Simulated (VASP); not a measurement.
# KCl in VASP: notebook, part 2 of 2

VASP 6.6.1.

## 5. Single point, r2SCAN (uniaxial z strain -4.7%)

Input file POSCAR:

```
KCl
1.0
    3.7711682906      0.0000000000      0.0000000000
    0.0000000000      3.7711682906      0.0000000000
    0.0000000000      0.0000000000      3.5924149136
K Cl
1 1
Direct
    0.0000000000      0.0000000000      0.0000000000
    0.5000000000      0.5000000000      0.5000000000
```

Input file INCAR.step1:

```
  ALGO = Normal
  EDIFF = 1E-4
  ENCUT = 520
  GGA = PE
  ISMEAR = 0
  LASPH = True
  LCHARG = False
  LREAL = False
  LWAVE = True
  NBANDS = 15
  NELM = 60
  PREC = Accurate
  SIGMA = 0.01
```

Input file INCAR.step2:

```
  ALGO = Normal
  EDIFF = 1E-7
  ENCUT = 520
  ISIF = 2
  ISMEAR = 0
  ISTART = 1
  LASPH = True
  LCHARG = True
  LELF = True
  LMIXTAU = True
  LREAL = False
  LVHAR = True
  LWAVE = False
  METAGGA = R2SCAN
  NBANDS = 15
  NELM = 60
  PREC = Accurate
  SIGMA = 0.01
```

Input file KPOINTS:

```
k-points
0
Gamma
  8 8 8
```

Potentials or basis: VASP PAW PBE potentials, release 64 (K_sv, Cl).

Started as:

```bash
cat potpaw_PBE.64/K_sv/POTCAR potpaw_PBE.64/Cl/POTCAR > POTCAR
cp INCAR.step1 INCAR
mpirun -np 1 vasp_std > vasp.out
cp INCAR.step2 INCAR
mpirun -np 1 vasp_std > vasp.out
```

OUTCAR:

```text
EDIFF = 1E-7
   ENCUT = 520
   ISIF = 2
   ISMEAR = 0
   ISTART = 1
   LASPH = True
   LREAL = False
   METAGGA = R2SCAN
   NELM = 60
   PREC = Accurate

 ion  position               nearest neighbor table
   1  0.000  0.000  0.000-   2 3.22   2 3.22   2 3.22   2 3.22   2 3.22   2 3.22   2 3.22   2 3.22

   2  0.500  0.500  0.500-   1 3.22   1 3.22   1 3.22   1 3.22   1 3.22   1 3.22   1 3.22   1 3.22

  LATTYP: Found a simple tetragonal cell.
 ALAT       =     3.7711682906
 C/A-ratio  =     0.9526000000

  Lattice vectors:

 A1 = (   3.7711682906,   0.0000000000,   0.0000000000)
 A2 = (   0.0000000000,   3.7711682906,   0.0000000000)
 A3 = (   0.0000000000,   0.0000000000,   3.5924149136)

Analysis of symmetry for initial positions (statically):
=====================================================================
 Subroutine PRICEL returns:
 Original cell was already a primitive cell.

 Routine SETGRP: Setting up the symmetry group for a
 simple tetragonal supercell.

 Subroutine GETGRP returns: Found 16 space group operations
 (whereof 16 operations were pure point group operations)
 out of a pool of 16 trial point group operations.

The static configuration has the point symmetry D_4h.

[... 167 lines left out ...]
 k-point     1 :       0.0000    0.0000    0.0000
  band No.  band energies     occupation
      1     -29.7226      2.00000
      2     -14.0264      2.00000
      3     -12.3294      2.00000
      4     -12.3294      2.00000
      5     -12.2926      2.00000
      6      -1.0091      2.00000
      7      -1.0091      2.00000
      8      -0.7004      2.00000
      9       5.3248      0.00000
     10       6.2147      0.00000
     11       6.4965      0.00000
     12      10.7657      0.00000
     13      11.1620      0.00000
     14      11.1620      0.00000
[... 401 lines left out ...]
      2     -14.1028      2.00000
      3     -12.3319      2.00000
      4     -12.3148      2.00000
      5     -12.2246      2.00000
      6      -2.5447      2.00000
      7      -1.2269      2.00000
      8      -0.9427      2.00000
      9       7.9124      0.00000
     10       8.4382      0.00000
     11       8.4893      0.00000
     12      10.1007      0.00000
     13      10.6812      0.00000
     14      10.6863      0.00000
     15      12.1020      0.00000

 [... further k-points ...]
[... 5 lines left out ...]
  --------------------------------------------------------------------------------------
  -------------------------------------------------------------------------------------
  Total        0.1263405      0.1263405      0.9131516      0.0000000      0.0000000      0.0000000
  in kB        3.9620037      3.9620037     28.6361854      0.0000000      0.0000000      0.0000000
  external PRESSURE =      12.1867310 kB  Pullay stress =       0.0000000 kB

 VOLUME and BASIS-vectors are now :
 -----------------------------------------------------------------------------
  energy-cutoff  :      520.00
  volume of cell :       51.09
      direct lattice vectors                 reciprocal lattice vectors
     3.771168291  0.000000000  0.000000000     0.265169816  0.000000000  0.000000000
     0.000000000  3.771168291  0.000000000     0.000000000  0.265169816  0.000000000
     0.000000000  0.000000000  3.592414914     0.000000000  0.000000000  0.278364283

 POSITION                                       TOTAL-FORCE (eV/Angst)
 -----------------------------------------------------------------------------------
      0.00000      0.00000      0.00000         0.000000      0.000000      0.000000
      1.88558      1.88558      1.79621         0.000000      0.000000      0.000000
 -----------------------------------------------------------------------------------
    total drift:                               -0.000000      0.000000      0.000000

  FREE ENERGIE OF THE ION-ELECTRON SYSTEM (eV)
  ---------------------------------------------------
  free  energy   TOTEN  =       -16.3850937543 eV

  energy  without entropy=      -16.3850937543  energy(sigma->0) =      -16.38509375
```

OSZICAR.step1:

```text
N       E                     dE             d eps       ncg     rms          rms(c)
DAV:   1     0.103591029910E+03    0.10359E+03   -0.73806E+03  2250   0.984E+02
DAV:   2    -0.121398822548E+01   -0.10481E+03   -0.97456E+02  2950   0.248E+02
DAV:   3    -0.671273722987E+01   -0.54987E+01   -0.54745E+01  3085   0.501E+01
DAV:   4    -0.689713939537E+01   -0.18440E+00   -0.18437E+00  3284   0.853E+00
DAV:   5    -0.689880629583E+01   -0.16669E-02   -0.16669E-02  3233   0.868E-01    0.331E+00
DAV:   6    -0.663476839506E+01    0.26404E+00   -0.27850E-01  2789   0.328E+00    0.278E+00
DAV:   7    -0.660261017013E+01    0.32158E-01   -0.89321E-02  2985   0.203E+00    0.163E+00
DAV:   8    -0.660464457602E+01   -0.20344E-02   -0.16374E-02  3150   0.100E+00    0.208E-01
DAV:   9    -0.660464356728E+01    0.10087E-05   -0.69445E-04  3043   0.186E-01
   1 F= -.66046436E+01 E0= -.66046436E+01  d E =-.719979E-39
```

Wall time 2.6 min (1 thread of Intel Xeon Platinum 8488C (Sapphire Rapids), shared host); peak memory 0.2 GiB.

What came out:

```
Free energy            : -16.3851 eV
Pressure               : 1.2 GPa
Band gap on the k mesh : 5.83 eV, indirect (least direct gap 6.03 eV)
```

Stress tensor (GPa, compression positive):
```
0.40 0.00 0.00
0.00 0.40 0.00
0.00 0.00 2.86
```

Caveat: the cell differs from its parent crystal (uniaxial z strain -4.7%); the PAW data sets were made with another functional, which shifts forces and pressure a little.

## 6. Summary

```tsv
level	cell	smearing	gap on the mesh (eV)	pressure (GPa)
PBE	a = 3.786 Å, 2 atoms	fermi-dirac 0.02 eV	4.98	0.8
r2SCAN	a = 3.786 Å, 2 atoms	gaussian 0.01 eV	5.75	-0.3
PBE	a = 3.771, b = 3.771, c = 3.592 Å, 2 atoms	fermi-dirac 0.02 eV	5.05	2.4
r2SCAN	a = 3.771, b = 3.771, c = 3.592 Å, 2 atoms	gaussian 0.01 eV	5.83	1.2
```

Alike in all rows: task single point; potentials or basis VASP PAW PBE potentials, release 64 (K_sv, Cl); no spin polarisation; k mesh 8 × 8 × 8; cutoff (eV) 520.

Caveats: the PAW data sets were made with another functional, which shifts forces and pressure a little (some runs).

Absolute energies hang on the potentials; compare differences alone.
